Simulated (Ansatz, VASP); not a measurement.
Two plane-wave programs on Hf

INCAR

```
PREC     = Accurate       # precision mode
ENCUT    = 600            # plane-wave cutoff, eV
EDIFF    = 1E-7           # SCF threshold, eV
ISMEAR   = 0              # smearing method
SIGMA    = 0.1            # smearing width, eV
LREAL    = False          # projectors in reciprocal space
LASPH    = True           # aspherical terms in the spheres
NELM     = 100            # most SCF steps
ALGO     = Fast           # electronic algorithm
ISIF     = 3              # what is computed and relaxed
LWAVE    = False          # write WAVECAR
LCHARG   = False          # write CHGCAR
GGA      = PS             # functional
IBRION   = 2              # ionic algorithm
NSW      = 80             # ionic steps
EDIFFG   = -0.05          # ionic threshold
```

The input KPOINTS:

```
Automatic mesh
0
Gamma
  6 6 4
```

File POSCAR:

```
Hf
1.0
    3.0870934834      0.0000000000      0.0000000000
   -1.5435467417      2.6735013805      0.0000000000
    0.0000000000      0.0000000000      4.8864448647
Hf
2
Direct
    0.3333333333      0.6666666667      0.2500000000
    0.6666666667      0.3333333333      0.7500000000
```

Input for Ansatz:

```yaml
crystal:
  lattice:
    - [3.0870934834, 0.0, 0.0]
    - [-1.5435467417, 2.6735013805, 0.0]
    - [0.0, 0.0, 4.8864448647]
  atoms:
    - { symbol: Hf, position: [0.3333333333, 0.6666666667, 0.25] }
    - { symbol: Hf, position: [0.6666666667, 0.3333333333, 0.75] }
basis:
  ecutwfc: 420
kpoints:
  mp_grid: { grid: [6, 6, 4] }
hamiltonian:
  xc: pbesol
scf:
  occupations: { method: gaussian, width: 0.1 }
output:
  forces: true
  stress: true
  eigenvalues: true
relax:
  adjacent_minimum: "off"
  f_tol: 0.05
  max_steps: 60
  cell: { stress_tol: 0.5 }
```

Alike in both runs: task relaxation of cell and atoms; functional PBEsol; k mesh 6 × 6 × 4; occupations gaussian, width 0.1 eV; no spin polarisation.

```csv
,VASP,Ansatz
version,VASP 6.6.1,Ansatz 0.2.0
potentials or method,"VASP PAW PBE potentials, release 64 (Hf_pv), cutoff 600 eV","scalar-relativistic, plane waves, PAW"
valence electrons in the cell,20,52
```

```tsv
	VASP	Ansatz	Ansatz less VASP
gap on the k mesh at the Fermi level, each at its own relaxed structure (eV)	none	none	-
relaxed volume (Å³/atom)	21.56	21.60	+0.042
relaxed cell length with the largest relative difference (Å)	5.002	5.020	+0.0179
```

VASP's potentials were made for PBE, not for PBEsol. A gap of «none» marks a metal or a gap that the smearing closes. VASP's potentials hold 20 valence electrons a cell and Ansatz's 52, so a difference there can come from the potentials and not from the codes.

The k mesh is coarse, so the values compare programs but aren't converged. Spin-orbit coupling is off throughout.
